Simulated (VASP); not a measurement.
Runs of VASP 6.6.1 on InO. The structure is that of space group P-6m2 (No. 187), or close to it. The cells are those of the table. 

```csv
cell,gap on the mesh (eV),largest force (eV/Å)
"a = 3.454, b = 3.454, c = 15.242 Å, angles 90.0, 90.0, 120.0°, 4 atoms",0.49,0.37
"a = 3.315, b = 3.315, c = 15.877 Å, angles 90.0, 90.0, 120.0°, 4 atoms",(b),0.88
"a = 3.454, b = 3.454, c = 16.512 Å, angles 90.0, 90.0, 120.0°, 4 atoms",0.21,0.27
"a = 3.454, b = 3.454, c = 14.607 Å, angles 90.0, 90.0, 120.0°, 4 atoms",0.61,0.98
"a = 3.592, b = 3.592, c = 14.607 Å, angles 90.0, 90.0, 120.0°, 4 atoms",0.36,1.61
"a = 3.315, b = 3.315, c = 16.512 Å, angles 90.0, 90.0, 120.0°, 4 atoms",(a),1.02
```

Alike in all rows: task single point; level PBE; potentials or basis VASP PAW PBE potentials, release 64 (In_d, O); no spin polarisation; k mesh 12 × 12 × 2; cutoff (eV) 520; smearing gaussian 0.03 eV.

Problem. Fill in the values left out.

Solution. (a) 0.11; (b) 0.31.

Caveats: spin-orbit coupling is left out, which moves the levels of the heavy elements.

A k mesh can miss the band edges, and the runs leave out spin-orbit coupling on In.
